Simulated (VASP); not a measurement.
Write the native input for VASP 6.6.1 that does the following.

```
Task                               : single point
Functional                         : HSE06
Potentials or basis                : VASP PAW PBE potentials, release 64 (Si)
Cutoff                             : 520 eV
k mesh                             : 6 × 6 × 6
Occupations                        : fermi-dirac, width 0.1 eV
Spin                               : no spin polarisation
Dipole correction                  : no
Grid for exact exchange (PRECFOCK) : Normal
Further INCAR settings             : ALGO = Normal; EDIFF = 1e-06; NBANDS = 8
Screening parameter                : 0.2079 1/Å
```

Si:

```
CELL_PARAMETERS angstrom
2.53032 0.00000 0.00000
0.00000 2.53032 0.00000
0.00000 0.00000 2.53032
ATOMIC_POSITIONS crystal
Si 0.00000 0.00000 0.00000
```

The input as run:

POSCAR

```
Si
1.0
    2.5303177015      0.0000000000      0.0000000000
    0.0000000000      2.5303177015      0.0000000000
    0.0000000000      0.0000000000      2.5303177015
Si
1
Direct
    0.0000000000      0.0000000000      0.0000000000
```

INCAR.step1

```
ALGO = Normal ; EDIFF = 1E-5
ENCUT = 520 ; GGA = PE
ISIF = 2 ; ISMEAR = -1
LASPH = True ; LCHARG = False
LREAL = False ; LWAVE = True
NBANDS = 8 ; NELM = 60
PREC = Accurate ; SIGMA = 0.1
```

INCAR.step2

```
ALGO = Normal ; EDIFF = 1E-6
ENCUT = 520 ; GGA = PE
HFSCREEN = 0.2079 ; ISIF = 2
ISMEAR = -1 ; ISTART = 1
LASPH = True ; LCHARG = False
LHFCALC = True ; LREAL = False
LWAVE = False ; NBANDS = 8
NELM = 60 ; PREC = Accurate
PRECFOCK = Normal ; SIGMA = 0.1
```

KPOINTS

```
k-points
0
Gamma
  6 6 6
```

Potentials or basis: VASP PAW PBE potentials, release 64 (Si).

Run with:

```sh
$ cat potpaw_PBE.64/Si/POTCAR > POTCAR
$ cp INCAR.step1 INCAR
$ mpirun -np 1 vasp_std > vasp.out
$ cp INCAR.step2 INCAR
$ mpirun -np 1 vasp_std > vasp.out
```

It gave:

```
Pressure               : -2.3 GPa
Band gap on the k mesh : zero (band 2 reaches 16.46 eV, above the bottom of band 3 at 4.86 eV)
```

Caveat: the k points lie up to 0.41 Å⁻¹ apart; the PAW data sets were made with another functional, which shifts forces and pressure a little.

Run time: 77 s on 1 thread of Intel(R) Xeon(R) Platinum 8559C (Emerald Rapids), on a shared host, peak memory 0.22 GiB.
